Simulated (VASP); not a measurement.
# Zn2S3 (R-3c) in VASP: relaxation of cell and atoms with PBE

Aim: the relaxation of cell and atoms of Zn2S3 with PBE.

Everything below comes from runs of VASP 6.6.1. Logs are shortened: lines on timing, memory, paths and dates and some standing lists are left out, and cuts for length are marked.

**1. The cell of the first run**

The structure is trigonal, space group R-3c (No. 167). Conventional cell: a = 6.178 Å, b = 6.178 Å, c = 16.868 Å, α = 90.00°, β = 90.00°, γ = 120.00°. Zn (site symmetry 3) has 6 S at 2.41 to 2.56 Å within 3.2 Å. Within 3.8 Å of S (site symmetry 2) lie 4 Zn at 2.41 to 2.56 Å and 12 S at 3.28 to 3.72 Å.

**2. Relaxation of cell and atoms, PBE**

The input, INCAR:

```
SYSTEM = Zn2S3
ALGO     = Normal         ! electronic algorithm
EDIFF    = 1E-7           ! SCF threshold, eV
EDIFFG   = -0.01          ! ionic threshold
ENCUT    = 600            ! plane-wave cutoff, eV
GGA      = PE             ! functional
IBRION   = 2              ! ionic algorithm
ISIF     = 3              ! what is computed and relaxed
ISMEAR   = 0              ! smearing method
LASPH    = .True.         ! aspherical terms in the spheres
LCHARG   = .False.        ! write CHGCAR
LREAL    = .False.        ! projectors in reciprocal space
LWAVE    = .False.        ! write WAVECAR
NELM     = 60             ! most SCF steps
NSW      = 100            ! ionic steps
PREC     = Accurate       ! precision mode
SIGMA    = 0.1            ! smearing width, eV
```

The input, KPOINTS:

```
k-points
0
Gamma
  6 6 6
  0 0 0
```

The input, POSCAR:

```
Zn2S3
1.0
    3.0890809734      1.7834817315      5.6225912607
   -3.0890809734      1.7834817315      5.6225912607
    0.0000000000     -3.5669634631      5.6225912607
Zn S
4 6
Direct
    0.8521800000      0.8521800000      0.8521800000
    0.6478200000      0.6478200000      0.6478200000
    0.1478200000      0.1478200000      0.1478200000
    0.3521800000      0.3521800000      0.3521800000
    0.0562500000      0.4437500000      0.7500000000
    0.7500000000      0.0562500000      0.4437500000
    0.4437500000      0.7500000000      0.0562500000
    0.9437500000      0.5562500000      0.2500000000
    0.2500000000      0.9437500000      0.5562500000
    0.5562500000      0.2500000000      0.9437500000
```

Potentials or basis: VASP PAW PBE potentials, release 64 (Zn, S).

Launch:

```sh
cat potpaw_PBE.64/Zn/POTCAR potpaw_PBE.64/S/POTCAR > POTCAR
mpirun -np 1 vasp_std > vasp.out
```

OUTCAR:

```text
SYSTEM = Zn2S3
   EDIFF = 1E-7
   EDIFFG = -0.01
   ENCUT = 600
   GGA = PE
   IBRION = 2
   ISIF = 3
   ISMEAR = 0
   LASPH = .True.
   LREAL = .False.
   NELM = 60
   NSW = 100
   PREC = Accurate

 ion  position               nearest neighbor table
   1  0.852  0.852  0.852-   9 2.41   8 2.41  10 2.41   7 2.56   5 2.56   6 2.56
   2  0.648  0.648  0.648-  10 2.41   8 2.41   9 2.41   6 2.56   5 2.56   7 2.56
   3  0.148  0.148  0.148-   6 2.41   5 2.41   7 2.41  10 2.56   8 2.56   9 2.56
   4  0.352  0.352  0.352-   7 2.41   5 2.41   6 2.41   9 2.56   8 2.56  10 2.56
   5  0.056  0.444  0.750-   3 2.41   4 2.41   1 2.56   2 2.56
   6  0.750  0.056  0.444-   3 2.41   4 2.41   2 2.56   1 2.56
   7  0.444  0.750  0.056-   4 2.41   3 2.41   1 2.56   2 2.56
   8  0.944  0.556  0.250-   1 2.41   2 2.41   3 2.56   4 2.56
   9  0.250  0.944  0.556-   1 2.41   2 2.41   4 2.56   3 2.56
  10  0.556  0.250  0.944-   2 2.41   1 2.41   3 2.56   4 2.56

  LATTYP: Found a trigonal (rhomboedric) cell.
 ALAT       =     6.6585854978
 COS(alpha) =     0.5695481095

  Lattice vectors:

 A1 = (   3.0890809734,   1.7834817315,   5.6225912607)
 A2 = (  -3.0890809734,   1.7834817315,   5.6225912607)
 A3 = (   0.0000000000,  -3.5669634631,   5.6225912607)

Analysis of symmetry for initial positions (statically):
=====================================================================
 Subroutine PRICEL returns:
 Original cell was already a primitive cell.

 Routine SETGRP: Setting up the symmetry group for a
 trigonal (rhombohedral) supercell.

 Subroutine GETGRP returns: Found 12 space group operations
 (whereof  6 operations were pure point group operations)
 out of a pool of 12 trial point group operations.

The static configuration has the point symmetry S_6 .
 The point group associated with its full space group is D_3d.

Analysis of symmetry for dynamics (positions and initial velocities):
=====================================================================
 Subroutine PRICEL returns:
 Original cell was already a primitive cell.

 Routine SETGRP: Setting up the symmetry group for a
 trigonal (rhombohedral) supercell.

 Subroutine GETGRP returns: Found 12 space group operations
 (whereof  6 operations were pure point group operations)
 out of a pool of 12 trial point group operations.

The dynamic configuration has the point symmetry S_6 .
 The point group associated with its full space group is D_3d.

 Subroutine INISYM returns: Found 12 space group operations
 (whereof  6 operations are pure point group operations),
 and found     1 'primitive' translations

----------------------------------------------------------------------------------------

                                     Primitive cell

  volume of cell :     185.8599

  direct lattice vectors                    reciprocal lattice vectors
     3.089080973  1.783481732  5.622591261     0.161860438  0.093450168  0.059284646
    -3.089080973  1.783481732  5.622591261    -0.161860438  0.093450168  0.059284646
     0.000000000 -3.566963463  5.622591261     0.000000000 -0.186900335  0.059284646

  length of vectors
     6.658585498  6.658585498  6.658585498     0.196077547  0.196077547  0.196077547

  position of ions in fractional coordinates (direct lattice)
     0.852180000  0.852180000  0.852180000
     0.647820000  0.647820000  0.647820000
     0.147820000  0.147820000  0.147820000
     0.352180000  0.352180000  0.352180000
     0.056250000  0.443750000  0.750000000
     0.750000000  0.056250000  0.443750000
     0.443750000  0.750000000  0.056250000
     0.943750000  0.556250000  0.250000000
     0.250000000  0.943750000  0.556250000
     0.556250000  0.250000000  0.943750000

  ion indices of the primitive-cell ions
   primitive index   ion index
                 1           1
                 2           2
                 3           3
                 4           4
                 5           5
                 6           6
                 7           7
                 8           8
                 9           9
                10          10

----------------------------------------------------------------------------------------

 KPOINTS: k-points

Automatic generation of k-mesh.
 Grid dimensions read from file:
 generate k-points for:    6    6    6

 Generating k-lattice:

  Cartesian coordinates                     Fractional coordinates (reciprocal lattice)
     0.026976740  0.015575028  0.009880774     0.166666667 -0.000000000  0.000000000
    -0.026976740  0.015575028  0.009880774    -0.000000000  0.166666667  0.000000000
     0.000000000 -0.031150056  0.009880774     0.000000000  0.000000000  0.166666667

  Length of vectors
     0.032679591  0.032679591  0.032679591

  Shift w.r.t. Gamma in fractional coordinates (k-lattice)
     0.000000000  0.000000000  0.000000000

 Subroutine IBZKPT returns following result:
 ===========================================

 Found     32 irreducible k-points:

 Following reciprocal coordinates:
            Coordinates               Weight
  0.000000  0.000000  0.000000      1.000000
  0.166667  0.000000  0.000000      6.000000
  0.333333  0.000000 -0.000000      6.000000
  0.500000  0.000000  0.000000      3.000000
  0.166667  0.166667  0.000000      6.000000
  0.333333  0.166667  0.000000     12.000000
[... 16 lines left out ...]
  0.500000  0.500000  0.166667      6.000000
 -0.333333  0.500000  0.166667     12.000000
 [... further k-points ...]
   k-points           NKPTS =     32   k-points in BZ     NKDIM =     32   number of bands    NBANDS=     50
   number of dos      NEDOS =    301   number of ions     NIONS =     10
   total plane-waves  NPLWV = 157464
   dimension x,y,z NGX =    54 NGY =   54 NGZ =   54
   dimension x,y,z NGXF=   108 NGYF=  108 NGZF=  108
   ions per type =               4   6
   NGX,Y,Z   is equivalent  to a cutoff of  13.48, 13.48, 13.48 a.u.
   NGXF,Y,Z  is equivalent  to a cutoff of  26.96, 26.96, 26.96 a.u.
 SYSTEM =  Zn2S3
   PREC   = accura    normal or accurate (medium, high low for compatibility)
   ISTART =      0    job   : 0-new  1-cont  2-samecut
   ICHARG =      2    charge: 1-file 2-atom 10-const
   ISPIN  =      1    spin polarized calculation?
   LNONCOLLINEAR =      F non collinear calculations
   LSORBIT =      F    spin-orbit coupling
   LASPH  =      T    aspherical Exc in radial PAW
   ENCUT  =  600.0 eV  44.10 Ry    6.64 a.u.  13.30 13.30 13.30*2*pi/ulx,y,z
   NELM   =     60;   NELMIN=  2; NELMDL= -5     # of ELM steps
   EDIFF  = 0.1E-06   stopping-criterion for ELM
   LREAL  =      F    real-space projection
   EDIFFG = -.1E-01   stopping-criterion for IOM
   NSW    =    100    number of steps for IOM
   IBRION =      2    ionic relax: 0-MD 1-quasi-New 2-CG
   NFREE  =      1    steps in history (QN), initial steepest desc. (CG)
   ISIF   =      3    stress and relaxation
   ISYM   =      2    0-nonsym 1-usesym 2-fastsym
   POTIM  = 0.5000    time-step for ionic-motion
   TEBEG  =    0.0;   TEEND  =   0.0 temperature during run
   PSTRESS=    0.0 pullay stress
   NELECT =      84.0000    total number of electrons
   NUPDOWN=      -1.0000    fix difference up-down
   EMIN   =  10.00;   EMAX   =-10.00  energy-range for DOS
   EFERMI =   0.00;   METHOD = LEGACY
   ISMEAR =     0;   SIGMA  =   0.10  broadening in eV -4-tet -1-fermi 0-gaus
   EFERMI_NEDOS =   21; number of points for ismear=-14 and -15
   IALGO  =     38    algorithm
   IMIX   =      4    mixing-type and parameters
     AMIX     =   0.40;   BMIX     =  1.00
     AMIX_MAG =   1.60;   BMIX_MAG =  1.00
  volume/ion in A,a.u.               =      18.59       125.42
  Fermi-wavevector in a.u.,A,eV,Ry     =   1.256337  2.374132 21.475187  1.578382
  Thomas-Fermi vector in A             =   2.390050
   LORBIT       =      0    0 simple, 1 ext, 2 COOP (PROOUT), +10 PAW based schemes
   GGA     = PE    functional components
   LHFCALC =     F    Hartree Fock is set to
   AEXX    =    0.0000 exact exchange contribution
   IVDW    =     0    specifies the selected vdW correction
   LEPSILON=     F    determine dielectric tensor
   LRPA    =     F    only Hartree local field effects (RPA)
 conjugate gradient relaxation of ions
 non-spin polarized calculation
 Gauss-broadening in eV      SIGMA  =   0.10
  energy-cutoff  :      600.00
  volume of cell :      185.86
 maximum number of plane-waves:      6286
 NGX is ok and might be reduce to    54
   NGX = 27   NGY = 27   NGZ = 27

--------------------------------------- Ionic step        1  -------------------------------------------

 number of electron      84.0000023 magnetization

 Free energy of the ion-electron system (eV)
  ---------------------------------------------------
  ext. energy  EPLUGINS =         0.00000000
  ---------------------------------------------------
  free energy    TOTEN  =       -30.09735425 eV

  energy without entropy =      -30.04104343  energy(sigma->0) =      -30.06919884

------------------------ aborting loop because EDIFF is reached ----------------------------------------

  FORCE on cell =-STRESS in cart. coord.  units (eV):
  Direction    XX          YY          ZZ          XY          YZ          ZX
  --------------------------------------------------------------------------------------
  -------------------------------------------------------------------------------------
  Total        0.2407173      0.2407173     -0.2899404     -0.0000000      0.0000000     -0.0000000
  in kB        2.0750674      2.0750674     -2.4993878     -0.0000000      0.0000000     -0.0000000
  external PRESSURE =       0.5502490 kB  Pullay stress =       0.0000000 kB
[... 337 lines left out ...]
  energy  without entropy=      -30.0569926139  energy(sigma->0) =      -30.08568360

--------------------------------------- Ionic step        9  -------------------------------------------

 number of electron      83.9999994 magnetization

 Free energy of the ion-electron system (eV)
  ---------------------------------------------------
  ext. energy  EPLUGINS =         0.00000000
  ---------------------------------------------------
  free energy    TOTEN  =       -30.11467187 eV

  energy without entropy =      -30.05716506  energy(sigma->0) =      -30.08591846

 E-fermi :   2.9107     XC(G=0): -10.1071

 val. band max:        2.8878080053   @ k =   0.1667   0.1667   0.0000
 cond. band min:       2.9143062130   @ k =   0.1667   0.1667   0.1667
 fundamental gap:      0.0264982077
 Fermi energy:         2.9106886023

 k-point     1 :       0.0000    0.0000    0.0000
  band No.  band energies     occupation
      1     -10.6705      2.00000
      2      -8.9406      2.00000
      3      -8.8067      2.00000
      4      -8.8067      2.00000
      5      -8.6327      2.00000
      6      -8.6327      2.00000
[... 1261 lines left out ...]
     49       8.8183      0.00000
     50       9.0354      0.00000

 [... further k-points ...]

------------------------ aborting loop because EDIFF is reached ----------------------------------------

  FORCE on cell =-STRESS in cart. coord.  units (eV):
  Direction    XX          YY          ZZ          XY          YZ          ZX
  --------------------------------------------------------------------------------------
  -------------------------------------------------------------------------------------
  Total       -0.0385178     -0.0385178     -0.0587676      0.0000000      0.0000000      0.0000000
  in kB       -0.3316945     -0.3316945     -0.5060750      0.0000000      0.0000000      0.0000000
  external PRESSURE =      -0.3898213 kB  Pullay stress =       0.0000000 kB
[... 25 lines left out ...]
  FREE ENERGIE OF THE ION-ELECTRON SYSTEM (eV)
  ---------------------------------------------------
  free  energy   TOTEN  =       -30.1146718696 eV

  energy  without entropy=      -30.0571650583  energy(sigma->0) =      -30.08591846

 reached required accuracy - stopping structural energy minimisation
```

Run time: 36 min. Hardware: 1 thread of AMD EPYC 7R13 (Zen 3), shared host; peak memory 0.57 GiB.

What came out:

- Free energy: -30.1147 eV
- Relaxed volume: 18.61 Å³/atom
- Relaxed cell: a = 6.628 Å, b = 6.628 Å, c = 6.628 Å, α = 55.85°, β = 55.85°, γ = 55.85°
- Space group after relaxing (to 0.1 Å): R-3c (No. 167)
- Energy gained by relaxing: 1.7 meV/atom
- Ionic steps: 9
- Pressure after relaxing: 0.0 GPa
- Largest force after relaxing: 0.005 eV/Å
- Band gap on the k mesh: zero (bands 42 and 43 overlap by 0.29 eV)

Forces on the atoms (eV/Å):
```
Zn   0.000  0.000  0.004
Zn   0.000  0.000 -0.004
Zn   0.000  0.000 -0.004
Zn   0.000  0.000  0.004
S    0.005  0.000  0.000
S   -0.002  0.004  0.000
S   -0.002 -0.004  0.000
S   -0.005  0.000  0.000
S    0.002 -0.004  0.000
S    0.002  0.004  0.000
```

Step by step:
```csv
step,energy change (eV),largest force (eV/Å),pressure (GPa),volume (Å³)
1,0.0000,0.1040,0.06,185.86
2,-0.0038,0.0745,0.00,186.03
3,-0.0078,0.0807,-0.14,186.36
4,-0.0082,0.0930,-0.19,186.50
5,-0.0111,0.0830,0.10,185.73
6,-0.0120,0.0740,0.37,185.05
7,-0.0139,0.0596,0.29,185.24
8,-0.0170,0.0191,0.05,185.82
9,-0.0173,0.0047,-0.04,186.05
```

Final structure:
```
CELL_PARAMETERS angstrom
3.10385 1.79201 5.57497
-3.10385 1.79201 5.57497
0.00000 -3.58401 5.57497
ATOMIC_POSITIONS crystal
Zn 0.85548 0.85548 0.85548
Zn 0.64452 0.64452 0.64452
Zn 0.14452 0.14452 0.14452
Zn 0.35548 0.35548 0.35548
S 0.05084 0.44916 0.75000
S 0.75000 0.05084 0.44916
S 0.44916 0.75000 0.05084
S 0.94916 0.55084 0.25000
S 0.25000 0.94916 0.55084
S 0.55084 0.25000 0.94916
```

Caveat: semilocal functionals underestimate gaps, and a narrow one can read as zero.

The gap in the log of VASP goes by the Fermi energy; the results here count the filled bands.